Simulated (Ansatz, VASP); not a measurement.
## One calculation of I, two programs

```xyz
2
Lattice="-3.2023 3.2023 2.1244 3.2023 -3.2023 2.1244 3.2023 3.2023 -2.1244" Properties=species:S:1:pos:R:3 pbc="T T T"
I     0.0000   -1.6012   -0.5311
I     0.0000    1.6012    0.5311
```

Change from the starting cell: volume scaled by 1, norm-conserving files.

Alike in both runs: task single point; functional PBE; k mesh 12 × 12 × 12; occupations fermi-dirac, width 0.1 eV; no spin polarisation.

|  | VASP | Ansatz |
| --- | --- | --- |
| version | VASP 6.6.1 | Ansatz 0.2.0 |
| potentials or method | VASP PAW PBE potentials, release 64 (I) | norm-conserving pseudopotentials, scalar-relativistic |
| plane-wave cutoff (eV) | 520 | 952 |
| valence electrons in the cell | 14 | 14 |

|  | VASP | Ansatz | Ansatz less VASP |
| --- | --- | --- | --- |
| pressure (GPa) | 0.0 | 0.0 | +0.01 |

The functional is the same, so the differences come from potentials, cutoffs and numerics.

Neither program's run includes spin-orbit coupling.
